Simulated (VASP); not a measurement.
# BP (F-43m) in VASP: notebook

BP is run at these levels: PBE+D3(BJ); tasks: single point, relaxation of cell and atoms.

Program: VASP 6.6.1. These are calculated values, not measurements. Logs are shortened: lines on timing, memory, paths and dates and some standing lists are left out, and cuts for length are marked.

**1. The cell of the first run**

It takes space group F-43m (No. 216, cubic). The conventional cell has a = 4.508 Å, b = 4.508 Å, c = 4.508 Å, α = 90.00°, β = 90.00°, γ = 90.00°. B (site symmetry -43m) has 4 P at 1.95 Å within 2.6 Å. Within 2.6 Å of P (site symmetry -43m) lie 4 B at 1.95 Å.

**2. Single point, PBE+D3(BJ)**

Input file INCAR:

```
PREC = Accurate ; ENCUT = 520
EDIFF = 1E-7 ; ISMEAR = 0
SIGMA = 0.02 ; LREAL = F
LASPH = T ; NELM = 100
ALGO = Normal ; ISIF = 2
LWAVE = F ; LCHARG = F
GGA = PE ; IVDW = 12
NBANDS = 11
```

Input file KPOINTS:

```
regular mesh
0
Gamma
  10 10 10
```

Input file POSCAR:

```
BP
1.0
    0.0000000000      2.2538579701      2.2538579701
    2.2538579701      0.0000000000      2.2538579701
    2.2538579701      2.2538579701      0.0000000000
B P
1 1
Direct
    0.0000000000      0.0000000000      0.0000000000
    0.2500000000      0.2500000000      0.2500000000
```

Potentials or basis: VASP PAW PBE potentials, release 64 (B, P).

On the command line:

```console
cat potpaw_PBE.64/B/POTCAR potpaw_PBE.64/P/POTCAR > POTCAR
mpirun -np 1 vasp_std > vasp.out
```

OUTCAR:

```text
PREC = Accurate
   ENCUT = 520
   EDIFF = 1E-7
   ISMEAR = 0
   LREAL = F
   LASPH = T
   NELM = 100
   ISIF = 2
   GGA = PE
   IVDW = 12
 IVDW          = 12

 ion  position               nearest neighbor table
   1  0.000  0.000  0.000-   2 1.95   2 1.95   2 1.95   2 1.95
   2  0.250  0.250  0.250-   1 1.95   1 1.95   1 1.95   1 1.95

  LATTYP: Found a face centered cubic cell.
 ALAT       =     4.5077159402

  Lattice vectors:

 A1 = (   0.0000000000,   2.2538579701,   2.2538579701)
 A2 = (   2.2538579701,   0.0000000000,   2.2538579701)
 A3 = (   2.2538579701,   2.2538579701,   0.0000000000)

Analysis of symmetry for initial positions (statically):
=====================================================================
 Subroutine PRICEL returns:
 Original cell was already a primitive cell.

 Routine SETGRP: Setting up the symmetry group for a
 face centered cubic supercell.

 Subroutine GETGRP returns: Found 24 space group operations
 (whereof 24 operations were pure point group operations)
 out of a pool of 48 trial point group operations.

The static configuration has the point symmetry T_d .

Analysis of symmetry for dynamics (positions and initial velocities):
=====================================================================
 Subroutine PRICEL returns:
 Original cell was already a primitive cell.

 Routine SETGRP: Setting up the symmetry group for a
 face centered cubic supercell.

 Subroutine GETGRP returns: Found 24 space group operations
 (whereof 24 operations were pure point group operations)
 out of a pool of 48 trial point group operations.

The dynamic configuration has the point symmetry T_d .

 Subroutine INISYM returns: Found 24 space group operations
 (whereof 24 operations are pure point group operations),
 and found     1 'primitive' translations

----------------------------------------------------------------------------------------

                                     Primitive cell

  volume of cell :      22.8986

  direct lattice vectors                    reciprocal lattice vectors
     0.000000000  2.253857970  2.253857970    -0.221841840  0.221841840  0.221841840
     2.253857970  0.000000000  2.253857970     0.221841840 -0.221841840  0.221841840
     2.253857970  2.253857970  0.000000000     0.221841840  0.221841840 -0.221841840

  length of vectors
     3.187436509  3.187436509  3.187436509     0.384241339  0.384241339  0.384241339

  position of ions in fractional coordinates (direct lattice)
     0.000000000  0.000000000  0.000000000
     0.250000000  0.250000000  0.250000000

  ion indices of the primitive-cell ions
   primitive index   ion index
                 1           1
                 2           2

----------------------------------------------------------------------------------------

 KPOINTS: regular mesh

Automatic generation of k-mesh.
 Grid dimensions read from file:
 generate k-points for:   10   10   10

 Generating k-lattice:

  Cartesian coordinates                     Fractional coordinates (reciprocal lattice)
    -0.022184184  0.022184184  0.022184184     0.100000000  0.000000000  0.000000000
     0.022184184 -0.022184184  0.022184184     0.000000000  0.100000000  0.000000000
     0.022184184  0.022184184 -0.022184184     0.000000000  0.000000000  0.100000000

  Length of vectors
     0.038424134  0.038424134  0.038424134

  Shift w.r.t. Gamma in fractional coordinates (k-lattice)
     0.000000000  0.000000000  0.000000000

 Subroutine IBZKPT returns following result:
 ===========================================

 Found     47 irreducible k-points:

 Following reciprocal coordinates:
            Coordinates               Weight
  0.000000  0.000000  0.000000      1.000000
  0.100000  0.000000  0.000000      8.000000
  0.200000  0.000000  0.000000      8.000000
  0.300000  0.000000  0.000000      8.000000
  0.400000  0.000000  0.000000      8.000000
  0.500000  0.000000  0.000000      4.000000
[... 16 lines left out ...]
  0.300000  0.300000  0.000000      6.000000
  0.400000  0.300000  0.000000     24.000000
 [... further k-points ...]
   k-points           NKPTS =     47   k-points in BZ     NKDIM =     47   number of bands    NBANDS=     11
   number of dos      NEDOS =    301   number of ions     NIONS =      2
   total plane-waves  NPLWV =  13824
   dimension x,y,z NGX =    24 NGY =   24 NGZ =   24
   dimension x,y,z NGXF=    48 NGYF=   48 NGZF=   48
   ions per type =               1   1
   NGX,Y,Z   is equivalent  to a cutoff of  12.52, 12.52, 12.52 a.u.
   NGXF,Y,Z  is equivalent  to a cutoff of  25.04, 25.04, 25.04 a.u.
 SYSTEM =  unknown system
   PREC   = accura    normal or accurate (medium, high low for compatibility)
   ISTART =      0    job   : 0-new  1-cont  2-samecut
   ICHARG =      2    charge: 1-file 2-atom 10-const
   ISPIN  =      1    spin polarized calculation?
   LNONCOLLINEAR =      F non collinear calculations
   LSORBIT =      F    spin-orbit coupling
   LASPH  =      T    aspherical Exc in radial PAW
   ENCUT  =  520.0 eV  38.22 Ry    6.18 a.u.   5.93  5.93  5.93*2*pi/ulx,y,z
   NELM   =    100;   NELMIN=  2; NELMDL= -5     # of ELM steps
   EDIFF  = 0.1E-06   stopping-criterion for ELM
   LREAL  =      F    real-space projection
   EDIFFG = 0.1E-05   stopping-criterion for IOM
   NSW    =      0    number of steps for IOM
   IBRION =     -1    ionic relax: 0-MD 1-quasi-New 2-CG
   NFREE  =      0    steps in history (QN), initial steepest desc. (CG)
   ISIF   =      2    stress and relaxation
   ISYM   =      2    0-nonsym 1-usesym 2-fastsym
   POTIM  = 0.5000    time-step for ionic-motion
   TEBEG  =    0.0;   TEEND  =   0.0 temperature during run
   PSTRESS=    0.0 pullay stress
   NELECT =       8.0000    total number of electrons
   NUPDOWN=      -1.0000    fix difference up-down
   EMIN   =  10.00;   EMAX   =-10.00  energy-range for DOS
   EFERMI =   0.00;   METHOD = LEGACY
   ISMEAR =     0;   SIGMA  =   0.02  broadening in eV -4-tet -1-fermi 0-gaus
   EFERMI_NEDOS =   21; number of points for ismear=-14 and -15
   IALGO  =     38    algorithm
   IMIX   =      4    mixing-type and parameters
     AMIX     =   0.40;   BMIX     =  1.00
     AMIX_MAG =   1.60;   BMIX_MAG =  1.00
  volume/ion in A,a.u.               =      11.45        77.26
  Fermi-wavevector in a.u.,A,eV,Ry     =   1.153015  2.178882 18.088178  1.329444
  Thomas-Fermi vector in A             =   2.289662
   LORBIT       =      0    0 simple, 1 ext, 2 COOP (PROOUT), +10 PAW based schemes
   GGA     = PE    functional components
   LHFCALC =     F    Hartree Fock is set to
   AEXX    =    0.0000 exact exchange contribution
   IVDW    =    12    specifies the selected vdW correction
   LEPSILON=     F    determine dielectric tensor
   LRPA    =     F    only Hartree local field effects (RPA)
 non-spin polarized calculation
 Gauss-broadening in eV      SIGMA  =   0.02
  energy-cutoff  :      520.00
  volume of cell :       22.90
 maximum number of plane-waves:       636
   NGX = 11   NGY = 11   NGZ = 11

 number of electron       8.0000001 magnetization

 Free energy of the ion-electron system (eV)
  ---------------------------------------------------
  ext. energy  EPLUGINS =         0.00000000
  ---------------------------------------------------
  free energy    TOTEN  =       -12.92274861 eV

  energy without entropy =      -12.92274861  energy(sigma->0) =      -12.92274861

 E-fermi :   7.8392     XC(G=0): -10.9939

 val. band max:        7.6720767510   @ k =   0.0000   0.0000   0.0000
 cond. band min:       8.8838159328   @ k =   0.4000   0.4000   0.0000
 fundamental gap:      1.2117391818
 Fermi energy:         7.8392448967

 k-point     1 :       0.0000    0.0000    0.0000
  band No.  band energies     occupation
      1      -7.9687      2.00000
      2       7.6721      2.00000
      3       7.6721      2.00000
      4       7.6721      2.00000
      5      11.1031      0.00000
      6      11.1031      0.00000
      7      11.1031      0.00000
      8      15.3542      0.00000
      9      19.3223      0.00000
     10      19.8584      0.00000
     11      19.8584      0.00000

 k-point     2 :       0.1000    0.0000    0.0000
  band No.  band energies     occupation
      1      -7.7855      2.00000
      2       6.3556      2.00000
      3       7.3721      2.00000
      4       7.3721      2.00000
      5      11.5186      0.00000
      6      11.5186      0.00000
      7      11.5598      0.00000
      8      15.8541      0.00000
      9      19.1614      0.00000
     10      19.1614      0.00000
     11      19.9021      0.00000

 k-point     3 :       0.2000    0.0000    0.0000
  band No.  band energies     occupation
      1      -7.2427      2.00000
      2       3.9841      2.00000
      3       6.8046      2.00000
      4       6.8046      2.00000
      5      11.7929      0.00000
      6      12.2461      0.00000
      7      12.2461      0.00000
      8      16.9670      0.00000
      9      18.5529      0.00000
     10      18.5529      0.00000
     11      20.7703      0.00000

 k-point     4 :       0.3000    0.0000    0.0000
  band No.  band energies     occupation
      1      -6.3696      2.00000
      2       1.5899      2.00000
      3       6.3093      2.00000
      4       6.3093      2.00000
      5      11.7207      0.00000
      6      12.5650      0.00000
      7      12.5650      0.00000
      8      17.7921      0.00000
      9      19.1521      0.00000
     10      19.1521      0.00000
     11      21.0654      0.00000
[... 239 lines left out ...]
 k-point    22 :      -0.2000    0.2000    0.0000
  band No.  band energies     occupation
      1      -6.0730      2.00000
      2       2.3752      2.00000
      3       3.4219      2.00000
      4       6.4118      2.00000
      5      12.1965      0.00000
      6      13.0420      0.00000
      7      14.1476      0.00000
      8      16.1527      0.00000
      9      17.1904      0.00000
     10      21.4406      0.00000
     11      23.7457      0.00000

 k-point    23 :       0.3000    0.3000    0.0000
  band No.  band energies     occupation
      1      -5.8173      2.00000
      2       2.8200      2.00000
      3       4.3927      2.00000
      4       4.3927      2.00000
      5       9.1811      0.00000
      6      11.5727      0.00000
      7      16.6644      0.00000
      8      16.6644      0.00000
      9      20.9972      0.00000
     10      22.1477      0.00000
     11      24.4713      0.00000

 k-point    24 :       0.4000    0.3000    0.0000
  band No.  band energies     occupation
      1      -4.9759      2.00000
      2       1.4684      2.00000
      3       3.5484      2.00000
      4       4.0937      2.00000
      5       9.4679      0.00000
      6      11.2894      0.00000
      7      17.2874      0.00000
      8      17.3004      0.00000
      9      21.9101      0.00000
     10      23.0494      0.00000
     11      25.0219      0.00000

 [... further k-points ...]

------------------------ aborting loop because EDIFF is reached ----------------------------------------

 Edisp (eV)   -0.66002

 E8    (eV) :    -0.2412

  FORCE on cell =-STRESS in cart. coord.  units (eV):
  Direction    XX          YY          ZZ          XY          YZ          ZX
  --------------------------------------------------------------------------------------
  -------------------------------------------------------------------------------------
  Total      -0.03940    -0.03940    -0.03940     0.00000    -0.00000     0.00000
  in kB      -2.75710    -2.75710    -2.75710     0.00000    -0.00000     0.00000
  external pressure =       -2.76 kB  Pullay stress =        0.00 kB

 VOLUME and BASIS-vectors are now :
 -----------------------------------------------------------------------------
  energy-cutoff  :      520.00
  volume of cell :       22.90
      direct lattice vectors                 reciprocal lattice vectors
     0.000000000  2.253857970  2.253857970    -0.221841840  0.221841840  0.221841840
     2.253857970  0.000000000  2.253857970     0.221841840 -0.221841840  0.221841840
     2.253857970  2.253857970  0.000000000     0.221841840  0.221841840 -0.221841840

 POSITION                                       TOTAL-FORCE (eV/Angst)
 -----------------------------------------------------------------------------------
      0.00000      0.00000      0.00000         0.000000      0.000000      0.000000
      1.12693      1.12693      1.12693        -0.000000     -0.000000     -0.000000
 -----------------------------------------------------------------------------------
    total drift:                                0.000000      0.000000      0.000000

  FREE ENERGIE OF THE ION-ELECTRON SYSTEM (eV)
  ---------------------------------------------------
  free  energy   TOTEN  =       -13.5827725135 eV

  energy  without entropy=      -13.5827725135  energy(sigma->0) =      -13.58277251
```

Run time: 16 s. Hardware: 1 thread of Intel Xeon 8259CL, shared host; peak memory 0.15 GiB.

What came out:

```yaml
Free_energy: -13.5828 eV
Pressure: -0.3 GPa
Band_gap_on_the_k_mesh: 1.21 eV, indirect (least direct gap 3.43 eV)
Dispersion_energy_per_atom: -0.330 eV
```

A k mesh can miss the band edges. A hybrid or GW would open this gap; PBE tends to underestimate it.

**3. Relaxation of cell and atoms, PBE+D3(BJ)**

This run uses another cell than the first one, of 11.76 Å³/atom, 1.027 times its volume.

Input file INCAR:

```
PREC     = Accurate       # precision mode
ENCUT    = 600            # plane-wave cutoff, eV
EDIFF    = 1E-6           # SCF threshold, eV
ISMEAR   = 0              # smearing method
SIGMA    = 0.02           # smearing width, eV
LREAL    = F              # projectors in reciprocal space
LASPH    = T              # aspherical terms in the spheres
NELM     = 100            # most SCF steps
ALGO     = Normal         # electronic algorithm
ISIF     = 3              # what is computed and relaxed
LWAVE    = F              # write WAVECAR
LCHARG   = F              # write CHGCAR
GGA      = PE             # functional
IVDW     = 12             # dispersion correction
IBRION   = 2              # ionic algorithm
NSW      = 70             # ionic steps
EDIFFG   = -0.005         # ionic threshold
```

Input file KPOINTS:

```
Automatic mesh
0
Gamma
  10 10 10
```

Input file POSCAR:

```
BP
1.0
    0.0000000000      2.2741519229      2.2741519229
    2.2741519229      0.0000000000      2.2741519229
    2.2741519229      2.2741519229      0.0000000000
B P
1 1
Direct
    0.0000000000      0.0000000000      0.0000000000
    0.2500000000      0.2500000000      0.2500000000
```

Potentials or basis: VASP PAW PBE potentials, release 64 (B, P).

On the command line:

```console
cat potpaw_PBE.64/B/POTCAR potpaw_PBE.64/P/POTCAR > POTCAR
mpirun -np 1 vasp_std > vasp.out
```

Wall time 45 s (1 thread of Intel Xeon 8259CL, shared host); peak memory 0.16 GiB.

Results (log left out):

- Free energy: -13.5847 eV
- Relaxed volume: 11.43 Å³/atom
- Relaxed cell: a = 3.186 Å, b = 3.186 Å, c = 3.186 Å, α = 60.00°, β = 60.00°, γ = 60.00°
- Space group after relaxing (to 0.05 Å): F-43m (No. 216)
- Energy gained by relaxing: 4.9 meV/atom
- Ionic steps: 3
- Pressure after relaxing: 0.0 GPa
- Band gap on the k mesh: 1.21 eV, indirect (least direct gap 3.43 eV)
- Dispersion energy per atom: -0.331 eV

Step by step:
```
step  energy change (eV)  largest force (eV/Å)  pressure (GPa)  volume (Å³)
   1              0.0000                0.0000           -4.61        23.52
   2             -0.0044                0.0000            3.70        22.39
   3             -0.0097                0.0000            0.00        22.86
```

Final structure:
```cif
data_structure
_symmetry_space_group_name_H-M 'P 1'
_symmetry_Int_Tables_number 1
_cell_length_a 3.1858
_cell_length_b 3.1858
_cell_length_c 3.1858
_cell_angle_alpha 60.000
_cell_angle_beta 60.000
_cell_angle_gamma 60.000
_cell_volume 22.86
loop_
_atom_site_label
_atom_site_type_symbol
_atom_site_fract_x
_atom_site_fract_y
_atom_site_fract_z
_atom_site_occupancy
B1 B 0.00000 0.00000 0.00000 1
P1 P 0.25000 0.25000 0.25000 1
```

Levels at points of the mesh, in eV from the valence-band top:
| k point | band 2 | band 3 | band 4 | band 5 | band 6 | band 7 |
| --- | --- | --- | --- | --- | --- | --- |
| (0.00, 0.00, 0.00) | 0.00 | 0.00 | 0.00 | 3.43 | 3.43 | 3.43 |
| (0.50, 0.00, 0.00) | -9.19 | -1.78 | -1.78 | 3.91 | 4.73 | 4.73 |
| (0.50, 0.50, 0.00) | -8.69 | -4.19 | -4.19 | 1.29 | 1.64 | 12.33 |

A k mesh can miss the band edges. Expect the measured gap to be larger: semilocal functionals such as PBE lack the derivative discontinuity.
